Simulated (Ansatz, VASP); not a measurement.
**BP in VASP and in Ansatz**

```
B P
1.0
     1.60711    0.92787    9.31451
    -1.60711    0.92787    9.31451
     0.00000   -1.85573    9.31451
B P
2 2
Direct
  0.92132 0.92132 0.92132
  0.07868 0.07868 0.07868
  0.25468 0.25468 0.25468
  0.74532 0.74532 0.74532
```

Change from the starting cell: ordered vacancies on the cation sites of antifluorite (R-3m, No. 166).

Alike in both runs: functional PBE; k mesh 12 × 12 × 12; occupations gaussian, width 0.02 eV; no spin polarisation.

Ansatz relaxed the structure, and its values are those at the end. VASP's run is a single point on that final structure, the one shown.

|  | VASP | Ansatz |
| --- | --- | --- |
| version | VASP 6.6.1 | Ansatz 0.2.0 |
| potentials or method | VASP PAW PBE potentials, release 64 (B, P), cutoff 520 eV | scalar-relativistic, plane waves, PAW |
| valence electrons in the cell | 16 | 16 |

|  | VASP | Ansatz | Ansatz less VASP |
| --- | --- | --- | --- |
| gap on the k mesh at the Fermi level (eV) | 0.76 | 0.75 | -0.011 |
| least direct gap on the mesh (eV) | 0.76 | 0.75 | -0.011 |
| pressure (GPa) | -0.1 | 0.0 | +0.14 |
